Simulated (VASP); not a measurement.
# NaCl (I4/mmm) in VASP: further runs

The runs below take NaCl through single point, with r2SCAN.

Program: VASP 6.6.1. These are calculated values, not measurements. Logs are shortened: lines on timing, memory, paths and dates and some standing lists are left out, and cuts for length are marked.

## Step 1: The cell of the first run

Symmetry: I4/mmm, No. 139, tetragonal system. The conventional cell has a = 4.005 Å, b = 4.005 Å, c = 5.720 Å, α = 90.00°, β = 90.00°, γ = 90.00°. Na (site symmetry 4/mmm) has 6 Cl at 2.83 to 2.86 Å within 3.7 Å. Cl (site symmetry 4/mmm) has 6 Na at 2.83 to 2.86 Å within 3.7 Å.

## Step 2: Single point, r2SCAN (strain +0.0100 x Voigt [0, 1, 0, 0, 0, 0])

Contents of POSCAR:

```
NaCl
1.0
    0.0000000000      2.8600675000      2.8317500000
    2.8317500000      0.0000000000      2.8317500000
    2.8317500000      2.8600675000      0.0000000000
Na Cl
1 1
Direct
    0.0000000000      0.0000000000      0.0000000000
    0.5000000000      0.5000000000      0.5000000000
```

Contents of INCAR.step1:

```
SYSTEM = NaCl
PREC = Accurate
ENCUT = 520
ISMEAR = 0
SIGMA = 0.05
LREAL = .FALSE.
LASPH = .TRUE.
NELM = 80
NBANDS = 14
GGA = PE
ALGO = Normal
EDIFF = 1E-4
LWAVE = .TRUE.
LCHARG = .FALSE.
```

Contents of INCAR.step2:

```
SYSTEM = NaCl
PREC = Accurate
ENCUT = 520
EDIFF = 1E-6
ISMEAR = 0
SIGMA = 0.05
LREAL = .FALSE.
LASPH = .TRUE.
NELM = 80
ALGO = Normal
ISIF = 2
LWAVE = .FALSE.
LCHARG = .TRUE.
METAGGA = R2SCAN
LMIXTAU = .TRUE.
LELF = .TRUE.
LVHAR = .TRUE.
NBANDS = 14
ISTART = 1
```

Contents of KPOINTS:

```
Automatic mesh
0
G
  8 8 8
  0 0 0
```

Potentials or basis: VASP PAW PBE potentials, release 64 (Na_pv, Cl).

Command:

```
$ cat potpaw_PBE.64/Na_pv/POTCAR potpaw_PBE.64/Cl/POTCAR > POTCAR
$ cp INCAR.step1 INCAR
$ mpirun -np 1 vasp_std > vasp.out
$ cp INCAR.step2 INCAR
$ mpirun -np 1 vasp_std > vasp.out
```

OUTCAR:

```text
SYSTEM = NaCl
   PREC = Accurate
   ENCUT = 520
   EDIFF = 1E-6
   ISMEAR = 0
   LREAL = .FALSE.
   LASPH = .TRUE.
   NELM = 80
   ISIF = 2
   METAGGA = R2SCAN
   ISTART = 1

 ion  position               nearest neighbor table
   1  0.000  0.000  0.000-
   2  0.500  0.500  0.500-

  LATTYP: Found a body centered tetragonal cell.
 ALAT       =     4.0046992553
 C/A-ratio  =     1.4283556980

  Lattice vectors:

 A1 = (   0.0000000000,  -2.8600675000,   2.8317500000)
 A2 = (   0.0000000000,  -2.8600675000,  -2.8317500000)
 A3 = (   2.8317500000,   2.8600675000,   0.0000000000)

Analysis of symmetry for initial positions (statically):
=====================================================================
 Subroutine PRICEL returns:
 Original cell was already a primitive cell.

 Routine SETGRP: Setting up the symmetry group for a
 body centered tetragonal supercell.

 Subroutine GETGRP returns: Found 16 space group operations
 (whereof 16 operations were pure point group operations)
 out of a pool of 16 trial point group operations.

The static configuration has the point symmetry D_4h.

Analysis of symmetry for dynamics (positions and initial velocities):
=====================================================================
 Subroutine PRICEL returns:
 Original cell was already a primitive cell.

 Routine SETGRP: Setting up the symmetry group for a
 body centered tetragonal supercell.

 Subroutine GETGRP returns: Found 16 space group operations
 (whereof 16 operations were pure point group operations)
 out of a pool of 16 trial point group operations.

The dynamic configuration has the point symmetry D_4h.

 Subroutine INISYM returns: Found 16 space group operations
 (whereof 16 operations are pure point group operations),
 and found     1 'primitive' translations

----------------------------------------------------------------------------------------

                                     Primitive cell

  volume of cell :      45.8687

  direct lattice vectors                    reciprocal lattice vectors
     0.000000000  2.860067500  2.831750000    -0.176569259  0.174821049  0.176569259
     2.831750000  0.000000000  2.831750000     0.176569259 -0.174821049  0.176569259
     2.831750000  2.860067500  0.000000000     0.176569259  0.174821049 -0.176569259

  length of vectors
     4.024772561  4.004699255  4.024772561     0.304820940  0.304820940  0.304820940

  position of ions in fractional coordinates (direct lattice)
     0.000000000  0.000000000  0.000000000
     0.500000000  0.500000000  0.500000000

  ion indices of the primitive-cell ions
   primitive index   ion index
                 1           1
                 2           2

----------------------------------------------------------------------------------------

 KPOINTS: Automatic mesh

Automatic generation of k-mesh.
 Grid dimensions read from file:
 generate k-points for:    8    8    8

 Generating k-lattice:

  Cartesian coordinates                     Fractional coordinates (reciprocal lattice)
    -0.022071157  0.021852631  0.022071157     0.125000000  0.000000000 -0.000000000
     0.022071157 -0.021852631  0.022071157     0.000000000  0.125000000  0.000000000
     0.022071157  0.021852631 -0.022071157    -0.000000000  0.000000000  0.125000000

  Length of vectors
     0.038102618  0.038102618  0.038102618

  Shift w.r.t. Gamma in fractional coordinates (k-lattice)
     0.000000000  0.000000000  0.000000000

 Subroutine IBZKPT returns following result:
 ===========================================

 Found     59 irreducible k-points:

 Following reciprocal coordinates:
            Coordinates               Weight
  0.000000  0.000000  0.000000      1.000000
  0.125000  0.000000 -0.000000      8.000000
  0.250000  0.000000 -0.000000      8.000000
  0.375000  0.000000 -0.000000      8.000000
  0.500000  0.000000 -0.000000      4.000000
  0.125000  0.125000  0.000000      4.000000
[... 16 lines left out ...]
  0.250000  0.000000  0.125000      8.000000
  0.375000  0.000000  0.125000      8.000000
 [... further k-points ...]
   k-points           NKPTS =     59   k-points in BZ     NKDIM =     59   number of bands    NBANDS=     14
   number of dos      NEDOS =    301   number of ions     NIONS =      2
   total plane-waves  NPLWV =  27000
   dimension x,y,z NGX =    30 NGY =   30 NGZ =   30
   dimension x,y,z NGXF=    60 NGYF=   60 NGZF=   60
   ions per type =               1   1
   NGX,Y,Z   is equivalent  to a cutoff of  12.39, 12.45, 12.39 a.u.
   NGXF,Y,Z  is equivalent  to a cutoff of  24.78, 24.91, 24.78 a.u.
 SYSTEM =  NaCl
   PREC   = accura    normal or accurate (medium, high low for compatibility)
   ISTART =      1    job   : 0-new  1-cont  2-samecut
   ICHARG =      0    charge: 1-file 2-atom 10-const
   ISPIN  =      1    spin polarized calculation?
   LNONCOLLINEAR =      F non collinear calculations
   LSORBIT =      F    spin-orbit coupling
   LASPH  =      T    aspherical Exc in radial PAW
   ENCUT  =  520.0 eV  38.22 Ry    6.18 a.u.   7.48  7.45  7.48*2*pi/ulx,y,z
   NELM   =     80;   NELMIN=  2; NELMDL=  0     # of ELM steps
   EDIFF  = 0.1E-05   stopping-criterion for ELM
   LREAL  =      F    real-space projection
   EDIFFG = 0.1E-04   stopping-criterion for IOM
   NSW    =      0    number of steps for IOM
   IBRION =     -1    ionic relax: 0-MD 1-quasi-New 2-CG
   NFREE  =      0    steps in history (QN), initial steepest desc. (CG)
   ISIF   =      2    stress and relaxation
   ISYM   =      2    0-nonsym 1-usesym 2-fastsym
   POTIM  = 0.5000    time-step for ionic-motion
   TEBEG  =    0.0;   TEEND  =   0.0 temperature during run
   PSTRESS=    0.0 pullay stress
   NELECT =      14.0000    total number of electrons
   NUPDOWN=      -1.0000    fix difference up-down
   EMIN   =  10.00;   EMAX   =-10.00  energy-range for DOS
   EFERMI =   0.00;   METHOD = LEGACY
   ISMEAR =     0;   SIGMA  =   0.05  broadening in eV -4-tet -1-fermi 0-gaus
   EFERMI_NEDOS =   21; number of points for ismear=-14 and -15
   IALGO  =     38    algorithm
   IMIX   =      4    mixing-type and parameters
     AMIX     =   0.40;   BMIX     =  1.00
     AMIX_MAG =   1.60;   BMIX_MAG =  1.00
  volume/ion in A,a.u.               =      22.93       154.77
  Fermi-wavevector in a.u.,A,eV,Ry     =   1.102247  2.082944 16.530368  1.214948
  Thomas-Fermi vector in A             =   2.238687
   LORBIT       =      0    0 simple, 1 ext, 2 COOP (PROOUT), +10 PAW based schemes
   METAGGA = R2SCAN    functional components
   LHFCALC =     F    Hartree Fock is set to
   AEXX    =    0.0000 exact exchange contribution
   IVDW    =     0    specifies the selected vdW correction
   LEPSILON=     F    determine dielectric tensor
   LRPA    =     F    only Hartree local field effects (RPA)
 non-spin polarized calculation
 Gauss-broadening in eV      SIGMA  =   0.05
  energy-cutoff  :      520.00
  volume of cell :       45.87
 maximum number of plane-waves:      1259
 NGX is ok and might be reduce to    30
   NGX = 15   NGY = 15   NGZ = 15

 number of electron      13.9999992 magnetization

 Free energy of the ion-electron system (eV)
  ---------------------------------------------------
  ext. energy  EPLUGINS =         0.00000000
  ---------------------------------------------------
  free energy    TOTEN  =       -13.78169067 eV

  energy without entropy =      -13.78169067  energy(sigma->0) =      -13.78169067

 E-fermi :  -1.0129     XC(G=0):  -8.5395

 val. band max:       -1.2861101265   @ k =   0.0000   0.0000   0.0000
 cond. band min:       4.5389815987   @ k =   0.0000   0.0000   0.0000
 fundamental gap:      5.8250917252
 Fermi energy:        -1.0129356807

 k-point     1 :       0.0000    0.0000    0.0000
  band No.  band energies     occupation
      1     -22.8533      2.00000
      2     -22.8518      2.00000
      3     -22.8516      2.00000
      4     -14.4630      2.00000
      5      -1.2934      2.00000
      6      -1.2934      2.00000
      7      -1.2861      2.00000
      8       4.5390      0.00000
      9      10.3985      0.00000
     10      10.4718      0.00000
     11      10.4718      0.00000
     12      12.6075      0.00000
     13      12.7287      0.00000
     14      14.2098      0.00000

 k-point     2 :       0.1250    0.0000   -0.0000
  band No.  band energies     occupation
      1     -22.8561      2.00000
      2     -22.8529      2.00000
      3     -22.8521      2.00000
      4     -14.4184      2.00000
      5      -1.6357      2.00000
      6      -1.3329      2.00000
      7      -1.3307      2.00000
      8       5.0192      0.00000
      9       9.9009      0.00000
     10      10.6238      0.00000
     11      10.6776      0.00000
     12      12.3872      0.00000
     13      12.4905      0.00000
     14      15.1965      0.00000

 k-point     3 :       0.2500    0.0000   -0.0000
  band No.  band energies     occupation
      1     -22.8650      2.00000
      2     -22.8537      2.00000
      3     -22.8526      2.00000
      4     -14.3079      2.00000
      5      -2.3346      2.00000
      6      -1.4294      2.00000
      7      -1.4256      2.00000
      8       5.9759      0.00000
      9       9.3614      0.00000
     10      10.7522      0.00000
     11      10.8407      0.00000
     12      12.6358      0.00000
     13      12.6771      0.00000
     14      15.2469      0.00000

 k-point     4 :       0.3750    0.0000   -0.0000
  band No.  band energies     occupation
      1     -22.8739      2.00000
      2     -22.8544      2.00000
      3     -22.8531      2.00000
      4     -14.1930      2.00000
      5      -2.9225      2.00000
      6      -1.5241      2.00000
      7      -1.5147      2.00000
      8       6.5284      0.00000
      9       9.6867      0.00000
     10      10.5021      0.00000
     11      10.6030      0.00000
     12      14.0159      0.00000
     13      14.0206      0.00000
     14      14.6939      0.00000

 k-point     5 :       0.5000    0.0000   -0.0000
  band No.  band energies     occupation
      1     -22.8776      2.00000
      2     -22.8547      2.00000
      3     -22.8534      2.00000
      4     -14.1441      2.00000
      5      -3.1450      2.00000
      6      -1.5622      2.00000
      7      -1.5506      2.00000
      8       6.6107      0.00000
      9      10.1372      0.00000
     10      10.3740      0.00000
     11      10.4756      0.00000
[... 276 lines left out ...]
 k-point    22 :       0.1250    0.0000    0.1250
  band No.  band energies     occupation
      1     -22.8567      2.00000
      2     -22.8528      2.00000
      3     -22.8526      2.00000
      4     -14.4061      2.00000
      5      -1.6497      2.00000
      6      -1.3858      2.00000
      7      -1.3858      2.00000
      8       5.1755      0.00000
      9       9.5800      0.00000
     10      10.8594      0.00000
     11      10.8594      0.00000
     12      11.6946      0.00000
     13      12.9414      0.00000
     14      15.5885      0.00000

 k-point    23 :       0.2500    0.0000    0.1250
  band No.  band energies     occupation
      1     -22.8625      2.00000
      2     -22.8538      2.00000
      3     -22.8536      2.00000
      4     -14.3211      2.00000
      5      -2.1574      2.00000
      6      -1.4859      2.00000
      7      -1.4809      2.00000
      8       6.0054      0.00000
      9       9.0395      0.00000
     10      10.6591      0.00000
     11      11.1868      0.00000
     12      11.7776      0.00000
     13      13.2158      0.00000
     14      16.3725      0.00000

 k-point    24 :       0.3750    0.0000    0.1250
  band No.  band energies     occupation
      1     -22.8704      2.00000
      2     -22.8549      2.00000
      3     -22.8543      2.00000
      4     -14.2099      2.00000
      5      -2.7189      2.00000
      6      -1.6219      2.00000
      7      -1.5729      2.00000
      8       6.7820      0.00000
      9       9.1356      0.00000
     10      10.0593      0.00000
     11      11.0491      0.00000
     12      12.9867      0.00000
     13      14.3418      0.00000
     14      15.8514      0.00000

 [... further k-points ...]

------------------------ aborting loop because EDIFF is reached ----------------------------------------

  FORCE on cell =-STRESS in cart. coord.  units (eV):
  Direction    XX          YY          ZZ          XY          YZ          ZX
  --------------------------------------------------------------------------------------
  -------------------------------------------------------------------------------------
  Total       -0.3095471     -0.4173537     -0.3095471     -0.0000000     -0.0000000      0.0000000
  in kB      -10.8123779    -14.5780279    -10.8123779     -0.0000000     -0.0000000      0.0000000
  external PRESSURE =     -12.0675946 kB  Pullay stress =       0.0000000 kB

 VOLUME and BASIS-vectors are now :
 -----------------------------------------------------------------------------
  energy-cutoff  :      520.00
  volume of cell :       45.87
      direct lattice vectors                 reciprocal lattice vectors
     0.000000000  2.860067500  2.831750000    -0.176569259  0.174821049  0.176569259
     2.831750000  0.000000000  2.831750000     0.176569259 -0.174821049  0.176569259
     2.831750000  2.860067500  0.000000000     0.176569259  0.174821049 -0.176569259

 POSITION                                       TOTAL-FORCE (eV/Angst)
 -----------------------------------------------------------------------------------
      0.00000      0.00000      0.00000         0.000000     -0.000000      0.000000
      2.83175      2.86007      2.83175        -0.000000      0.000000      0.000000
 -----------------------------------------------------------------------------------
    total drift:                                0.000000      0.000000      0.000000

  FREE ENERGIE OF THE ION-ELECTRON SYSTEM (eV)
  ---------------------------------------------------
  free  energy   TOTEN  =       -13.7816906654 eV

  energy  without entropy=      -13.7816906654  energy(sigma->0) =      -13.78169067
```

Run time: 62 s. Hardware: 1 thread of Intel Xeon 6975P-C (Granite Rapids), shared host; peak memory 0.18 GiB.

What came out:

```yaml
Free_energy: -13.7817 eV
Pressure: -1.2 GPa
Band_gap_on_the_k_mesh: 5.83 eV
```

Caveat: the cell differs from its parent crystal (strain +0.0100 x Voigt [0, 1, 0, 0, 0, 0]); the PAW data sets were made with another functional, which shifts forces and pressure a little. A k mesh can miss the band edges.

(Continued in part 2 of 2.)
